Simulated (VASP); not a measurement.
Set up this calculation in VASP 6.6.1, as the native input.

| Quantity | Value |
| --- | --- |
| Task | single point |
| Functional | PBE |
| Potentials or basis | VASP PAW PBE potentials, release 64 (Y_sv, Os) |
| Cutoff | 520 eV |
| k mesh | 12 × 12 × 12 |
| Occupations | gaussian, width 0.1 eV |
| Spin | no spin polarisation |
| Dipole correction | no |
| Further INCAR settings | ALGO = Normal; EDIFF = 1e-06; NBANDS = 22 |

The structure of Y2Os lies in POSCAR:

```
Y2Os
1.0
    0.0000000000      3.3896823154      3.3896823154
    3.3896823154      0.0000000000      3.3896823154
    3.3896823154      3.3896823154      0.0000000000
Y Os
2 1
Direct
    0.2500000000      0.2500000000      0.2500000000
    0.7500000000      0.7500000000      0.7500000000
    0.0000000000      0.0000000000      0.0000000000
```

The cell was built from a structure type or drawn by symmetry, and may not be a known phase.

The input as run:

INCAR

```
SYSTEM = Y2Os
PREC = Accurate
ENCUT = 520
EDIFF = 1E-6
ISMEAR = 0
SIGMA = 0.1
LREAL = .False.
LASPH = .True.
NELM = 100
ALGO = Normal
ISIF = 2
LWAVE = .False.
LCHARG = .False.
GGA = PE
NBANDS = 22
```

KPOINTS

```
Automatic mesh
0
Gamma
  12 12 12
  0 0 0
```

Potentials or basis: VASP PAW PBE potentials, release 64 (Y_sv, Os).

Launch:

```bash
$ cat potpaw_PBE.64/Y_sv/POTCAR potpaw_PBE.64/Os/POTCAR > POTCAR
$ mpirun -np 1 vasp_std > vasp.out
```

It gave:

* Pressure: -0.1 GPa
* Band gap on the k mesh: zero (bands 15 and 16 overlap by 0.59 eV)

Caveat: spin-orbit coupling is left out, which moves the levels of the heavy elements.

It took 81 s on 1 thread of Intel(R) Xeon(R) 6975P-C (Granite Rapids), with other jobs on the host, peak memory 0.3 GiB.
